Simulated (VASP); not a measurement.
# SrO (sol) (Fm-3m) in VASP: further runs

The runs below take SrO (sol) through single point, with PBEsol.

All numbers are computed with VASP 6.6.1; they aren't measurements. Logs are shortened: lines on timing, memory, paths and dates and some standing lists are left out, and cuts for length are marked.

## 1. The cell of the first run

The structure is cubic, space group Fm-3m (No. 225). Conventional cell: a = 5.071 Å, b = 5.071 Å, c = 5.071 Å, α = 90.00°, β = 90.00°, γ = 90.00°. Sr (site symmetry m-3m) has 6 O at 2.54 Å within 3.3 Å. Within 3.3 Å of O (site symmetry m-3m) lie 6 Sr at 2.54 Å.

## 2. Single point, PBEsol

File INCAR:

```
SYSTEM = SrO
PREC     = Accurate       ! precision mode
ENCUT    = 600            ! plane-wave cutoff, eV
EDIFF    = 1E-6           ! SCF threshold, eV
ISMEAR   = 0              ! smearing method
SIGMA    = 0.01           ! smearing width, eV
LREAL    = .False.        ! projectors in reciprocal space
LASPH    = .True.         ! aspherical terms in the spheres
NELM     = 120            ! most SCF steps
ALGO     = Normal         ! electronic algorithm
ISIF     = 2              ! what is computed and relaxed
LWAVE    = .False.        ! write WAVECAR
LCHARG   = .False.        ! write CHGCAR
GGA      = PS             ! functional
NBANDS   = 15             ! bands
GGA_COMPAT= .False.
```

File KPOINTS:

```
regular mesh
0
Gamma
  6 6 6
  0 0 0
```

File POSCAR:

```
SrO
1.0
    0.0000000000      2.5357135872      2.5357135872
    2.5357135872      0.0000000000      2.5357135872
    2.5357135872      2.5357135872      0.0000000000
Sr O
1 1
Direct
    0.0000000000      0.0000000000      0.0000000000
    0.5000000000      0.5000000000      0.5000000000
```

Potentials or basis: VASP PAW PBE potentials, release 64 (Sr_sv, O).

Run with:

```bash
> cat potpaw_PBE.64/Sr_sv/POTCAR potpaw_PBE.64/O/POTCAR > POTCAR
> mpirun -np 1 vasp_std > vasp.out
```

OUTCAR:

```text
SYSTEM = SrO
   PREC = Accurate
   ENCUT = 600
   EDIFF = 1E-6
   ISMEAR = 0
   LREAL = .False.
   LASPH = .True.
   NELM = 120
   ISIF = 2
   GGA = PS

 ion  position               nearest neighbor table
   1  0.000  0.000  0.000-   2 2.54   2 2.54   2 2.54   2 2.54   2 2.54   2 2.54
   2  0.500  0.500  0.500-   1 2.54   1 2.54   1 2.54   1 2.54   1 2.54   1 2.54

  LATTYP: Found a face centered cubic cell.
 ALAT       =     5.0714271744

  Lattice vectors:

 A1 = (   0.0000000000,   2.5357135872,   2.5357135872)
 A2 = (   2.5357135872,   0.0000000000,   2.5357135872)
 A3 = (   2.5357135872,   2.5357135872,   0.0000000000)

Analysis of symmetry for initial positions (statically):
=====================================================================
 Subroutine PRICEL returns:
 Original cell was already a primitive cell.

 Routine SETGRP: Setting up the symmetry group for a
 face centered cubic supercell.

 Subroutine GETGRP returns: Found 48 space group operations
 (whereof 48 operations were pure point group operations)
 out of a pool of 48 trial point group operations.

The static configuration has the point symmetry O_h .

Analysis of symmetry for dynamics (positions and initial velocities):
=====================================================================
 Subroutine PRICEL returns:
 Original cell was already a primitive cell.

 Routine SETGRP: Setting up the symmetry group for a
 face centered cubic supercell.

 Subroutine GETGRP returns: Found 48 space group operations
 (whereof 48 operations were pure point group operations)
 out of a pool of 48 trial point group operations.

The dynamic configuration has the point symmetry O_h .

 Subroutine INISYM returns: Found 48 space group operations
 (whereof 48 operations are pure point group operations),
 and found     1 'primitive' translations

----------------------------------------------------------------------------------------

                                     Primitive cell

  volume of cell :      32.6085

  direct lattice vectors                    reciprocal lattice vectors
     0.000000000  2.535713587  2.535713587    -0.197183153  0.197183153  0.197183153
     2.535713587  0.000000000  2.535713587     0.197183153 -0.197183153  0.197183153
     2.535713587  2.535713587  0.000000000     0.197183153  0.197183153 -0.197183153

  length of vectors
     3.586040545  3.586040545  3.586040545     0.341531239  0.341531239  0.341531239

  position of ions in fractional coordinates (direct lattice)
     0.000000000  0.000000000  0.000000000
     0.500000000  0.500000000  0.500000000

  ion indices of the primitive-cell ions
   primitive index   ion index
                 1           1
                 2           2

----------------------------------------------------------------------------------------

 KPOINTS: regular mesh

Automatic generation of k-mesh.
 Grid dimensions read from file:
 generate k-points for:    6    6    6

 Generating k-lattice:

  Cartesian coordinates                     Fractional coordinates (reciprocal lattice)
    -0.032863859  0.032863859  0.032863859     0.166666667  0.000000000  0.000000000
     0.032863859 -0.032863859  0.032863859     0.000000000  0.166666667  0.000000000
     0.032863859  0.032863859 -0.032863859     0.000000000  0.000000000  0.166666667

  Length of vectors
     0.056921873  0.056921873  0.056921873

  Shift w.r.t. Gamma in fractional coordinates (k-lattice)
     0.000000000  0.000000000  0.000000000

 Subroutine IBZKPT returns following result:
 ===========================================

 Found     16 irreducible k-points:

 Following reciprocal coordinates:
            Coordinates               Weight
  0.000000  0.000000  0.000000      1.000000
  0.166667  0.000000  0.000000      8.000000
  0.333333  0.000000  0.000000      8.000000
  0.500000  0.000000  0.000000      4.000000
  0.166667  0.166667  0.000000      6.000000
  0.333333  0.166667  0.000000     24.000000
[... 8 lines left out ...]
 -0.333333  0.333333  0.166667     24.000000
 -0.333333  0.500000  0.166667     12.000000
   k-points           NKPTS =     16   k-points in BZ     NKDIM =     16   number of bands    NBANDS=     15
   number of dos      NEDOS =    301   number of ions     NIONS =      2
   total plane-waves  NPLWV =  27000
   dimension x,y,z NGX =    30 NGY =   30 NGZ =   30
   dimension x,y,z NGXF=    60 NGYF=   60 NGZF=   60
   ions per type =               1   1
   NGX,Y,Z   is equivalent  to a cutoff of  13.91, 13.91, 13.91 a.u.
   NGXF,Y,Z  is equivalent  to a cutoff of  27.82, 27.82, 27.82 a.u.
 SYSTEM =  SrO
   PREC   = accura    normal or accurate (medium, high low for compatibility)
   ISTART =      0    job   : 0-new  1-cont  2-samecut
   ICHARG =      2    charge: 1-file 2-atom 10-const
   ISPIN  =      1    spin polarized calculation?
   LNONCOLLINEAR =      F non collinear calculations
   LSORBIT =      F    spin-orbit coupling
   LASPH  =      T    aspherical Exc in radial PAW
   ENCUT  =  600.0 eV  44.10 Ry    6.64 a.u.   7.16  7.16  7.16*2*pi/ulx,y,z
   NELM   =    120;   NELMIN=  2; NELMDL= -5     # of ELM steps
   EDIFF  = 0.1E-05   stopping-criterion for ELM
   LREAL  =      F    real-space projection
   EDIFFG = 0.1E-04   stopping-criterion for IOM
   NSW    =      0    number of steps for IOM
   IBRION =     -1    ionic relax: 0-MD 1-quasi-New 2-CG
   NFREE  =      0    steps in history (QN), initial steepest desc. (CG)
   ISIF   =      2    stress and relaxation
   ISYM   =      2    0-nonsym 1-usesym 2-fastsym
   POTIM  = 0.5000    time-step for ionic-motion
   TEBEG  =    0.0;   TEEND  =   0.0 temperature during run
   PSTRESS=    0.0 pullay stress
   NELECT =      16.0000    total number of electrons
   NUPDOWN=      -1.0000    fix difference up-down
   EMIN   =  10.00;   EMAX   =-10.00  energy-range for DOS
   EFERMI =   0.00;   METHOD = LEGACY
   ISMEAR =     0;   SIGMA  =   0.01  broadening in eV -4-tet -1-fermi 0-gaus
   EFERMI_NEDOS =   21; number of points for ismear=-14 and -15
   IALGO  =     38    algorithm
   IMIX   =      4    mixing-type and parameters
     AMIX     =   0.40;   BMIX     =  1.00
     AMIX_MAG =   1.60;   BMIX_MAG =  1.00
  volume/ion in A,a.u.               =      16.30       110.03
  Fermi-wavevector in a.u.,A,eV,Ry     =   1.291233  2.440077 22.684759  1.667283
  Thomas-Fermi vector in A             =   2.423016
   LORBIT       =      0    0 simple, 1 ext, 2 COOP (PROOUT), +10 PAW based schemes
   GGA     = PS    functional components
   LHFCALC =     F    Hartree Fock is set to
   AEXX    =    0.0000 exact exchange contribution
   IVDW    =     0    specifies the selected vdW correction
   LEPSILON=     F    determine dielectric tensor
   LRPA    =     F    only Hartree local field effects (RPA)
 non-spin polarized calculation
 Gauss-broadening in eV      SIGMA  =   0.01
  energy-cutoff  :      600.00
  volume of cell :       32.61
 maximum number of plane-waves:      1113
 NGX is ok and might be reduce to    30
   NGX = 15   NGY = 15   NGZ = 15

 number of electron      15.9999999 magnetization

 Free energy of the ion-electron system (eV)
  ---------------------------------------------------
  ext. energy  EPLUGINS =         0.00000000
  ---------------------------------------------------
  free energy    TOTEN  =       -12.62644942 eV

  energy without entropy =      -12.62644942  energy(sigma->0) =      -12.62644942

 E-fermi :   1.8456     XC(G=0): -10.4775

 val. band max:        1.6885983290   @ k =   0.0000   0.0000   0.0000
 cond. band min:       4.8100752688   @ k =   0.5000   0.5000   0.0000
 fundamental gap:      3.1214769397
 Fermi energy:         1.8456157255

 k-point     1 :       0.0000    0.0000    0.0000
  band No.  band energies     occupation
      1     -30.4104      2.00000
      2     -13.3619      2.00000
      3     -12.0155      2.00000
      4     -12.0155      2.00000
      5     -12.0155      2.00000
      6       1.6886      2.00000
      7       1.6886      2.00000
      8       1.6886      2.00000
      9       5.8105      0.00000
     10       7.9352      0.00000
     11       7.9352      0.00000
     12       7.9352      0.00000
     13      10.2269      0.00000
     14      10.2269      0.00000
     15      14.3691      0.00000

 k-point     2 :       0.1667    0.0000    0.0000
  band No.  band energies     occupation
      1     -30.3684      2.00000
      2     -13.9348      2.00000
      3     -12.0389      2.00000
      4     -12.0389      2.00000
      5     -11.5426      2.00000
      6       0.9219      2.00000
      7       1.3281      2.00000
      8       1.3281      2.00000
      9       7.0052      0.00000
     10       7.7176      0.00000
     11       8.5023      0.00000
     12       8.5023      0.00000
     13      10.9826      0.00000
     14      10.9826      0.00000
     15      16.1408      0.00000

 k-point     3 :       0.3333    0.0000    0.0000
  band No.  band energies     occupation
      1     -30.2830      2.00000
      2     -14.6767      2.00000
      3     -12.0846      2.00000
      4     -12.0846      2.00000
      5     -11.0017      2.00000
      6      -0.1708      2.00000
      7       0.7167      2.00000
      8       0.7167      2.00000
      9       7.9422      0.00000
     10       9.1787      0.00000
     11       9.8873      0.00000
     12       9.8873      0.00000
     13      12.6650      0.00000
     14      12.6650      0.00000
     15      17.9837      0.00000
[... 199 lines left out ...]
 k-point    15 :      -0.3333    0.3333    0.1667
  band No.  band energies     occupation
      1     -30.2012      2.00000
      2     -14.3974      2.00000
      3     -12.6429      2.00000
      4     -12.4782      2.00000
      5     -11.3371      2.00000
      6       0.2773      2.00000
      7       1.0054      2.00000
      8       1.0808      2.00000
      9       7.9504      0.00000
     10       8.0730      0.00000
     11      10.9906      0.00000
     12      12.0972      0.00000
     13      13.5522      0.00000
     14      15.0624      0.00000
     15      15.7999      0.00000

 k-point    16 :      -0.3333    0.5000    0.1667
  band No.  band energies     occupation
      1     -30.1888      2.00000
      2     -13.9458      2.00000
      3     -12.9771      2.00000
      4     -12.6295      2.00000
      5     -11.6378      2.00000
      6       0.7480      2.00000
      7       1.2825      2.00000
      8       1.3756      2.00000
      9       6.2833      0.00000
     10       9.3900      0.00000
     11      10.4486      0.00000
     12      13.0625      0.00000
     13      13.2001      0.00000
     14      15.0545      0.00000
     15      15.5859      0.00000

------------------------ aborting loop because EDIFF is reached ----------------------------------------

  FORCE on cell =-STRESS in cart. coord.  units (eV):
  Direction    XX          YY          ZZ          XY          YZ          ZX
  --------------------------------------------------------------------------------------
  -------------------------------------------------------------------------------------
  Total        0.7459886      0.7459886      0.7459886      0.0000000     -0.0000000     -0.0000000
  in kB       36.6532219     36.6532219     36.6532219      0.0000000     -0.0000000     -0.0000000
  external PRESSURE =      36.6532219 kB  Pullay stress =       0.0000000 kB

 VOLUME and BASIS-vectors are now :
 -----------------------------------------------------------------------------
  energy-cutoff  :      600.00
  volume of cell :       32.61
      direct lattice vectors                 reciprocal lattice vectors
     0.000000000  2.535713587  2.535713587    -0.197183153  0.197183153  0.197183153
     2.535713587  0.000000000  2.535713587     0.197183153 -0.197183153  0.197183153
     2.535713587  2.535713587  0.000000000     0.197183153  0.197183153 -0.197183153

 POSITION                                       TOTAL-FORCE (eV/Angst)
 -----------------------------------------------------------------------------------
      0.00000      0.00000      0.00000         0.000000     -0.000000      0.000000
      2.53571      2.53571      2.53571        -0.000000      0.000000     -0.000000
 -----------------------------------------------------------------------------------
    total drift:                                0.000000      0.000000      0.000000

  FREE ENERGIE OF THE ION-ELECTRON SYSTEM (eV)
  ---------------------------------------------------
  free  energy   TOTEN  =       -12.6264494200 eV

  energy  without entropy=      -12.6264494200  energy(sigma->0) =      -12.62644942
```

Run time: 26 s. Hardware: 1 thread of Intel Xeon 8259CL, shared host; peak memory 0.17 GiB.

What came out:

```
Free energy            : -12.6264 eV
Pressure               : 3.7 GPa
Band gap on the k mesh : 3.12 eV, indirect (least direct gap 3.18 eV)
```

Levels at points of the mesh, in eV from the valence-band top:
| k point | band 4 | band 5 | band 6 | band 7 | band 8 | band 9 | band 10 | band 11 | band 12 | band 13 |
| --- | --- | --- | --- | --- | --- | --- | --- | --- | --- | --- |
| (0.00, 0.00, 0.00) | -13.70 | -13.70 | 0.00 | 0.00 | 0.00 | 4.12 | 6.25 | 6.25 | 6.25 | 8.54 |
| (0.50, 0.00, 0.00) | -13.80 | -12.49 | -2.31 | -1.24 | -1.24 | 6.67 | 8.62 | 9.08 | 9.08 | 12.37 |
| (0.50, 0.50, 0.00) | -14.13 | -14.13 | -0.36 | -0.06 | -0.06 | 3.12 | 8.08 | 10.47 | 10.59 | 11.50 |

Caveat: the PAW data sets were made with another functional, which shifts forces and pressure a little. PBEsol gaps usually lie below the measured ones, often by a third to a half.

(Continued in part 2 of 2.)
